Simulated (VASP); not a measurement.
## Nb: single point with r2SCAN

Crystal: Nb.

```
Nb
1.0
    -1.66041    1.66041    1.66041
     1.66041   -1.66041    1.66041
     1.66041    1.66041   -1.66041
Nb
1
Direct
  0.00000 0.00000 0.00000
```

```
Program                : VASP 6.6.1
Task                   : single point
Functional             : r2SCAN
Potentials or basis    : VASP PAW PBE potentials, release 64 (Nb_sv)
Cutoff                 : 520 eV
k mesh                 : 14 × 14 × 14
Occupations            : fermi-dirac, width 0.1 eV
Spin                   : no spin polarisation
Dipole correction      : no
Further INCAR settings : ALGO = Normal; EDIFF = 1e-06; NBANDS = 12
```

```json
{
 "Pressure": "-2.4 GPa"
}
```

Levels at points of the mesh, in eV from the Fermi level:
```csv
k point,band 3,band 4,band 5,band 6,band 7,band 8,band 9,band 10
"(0.00, 0.00, 0.00)",-30.77,-30.77,-6.28,0.43,0.43,0.43,3.50,3.50
"(0.50, 0.00, 0.00)",-31.20,-30.78,-3.85,-1.68,2.15,3.50,4.22,6.50
"(0.50, 0.50, 0.50)",-31.71,-31.71,-3.80,-3.80,5.73,5.73,5.73,9.36
```

It took 49 s on 1 thread of Intel(R) Xeon(R) Platinum 8259CL CPU @ 2.50GHz (Skylake/Cascade Lake), on a shared host, peak memory 0.16 GiB.

Caveat: the PAW data sets were made with another functional, which shifts forces and pressure a little.
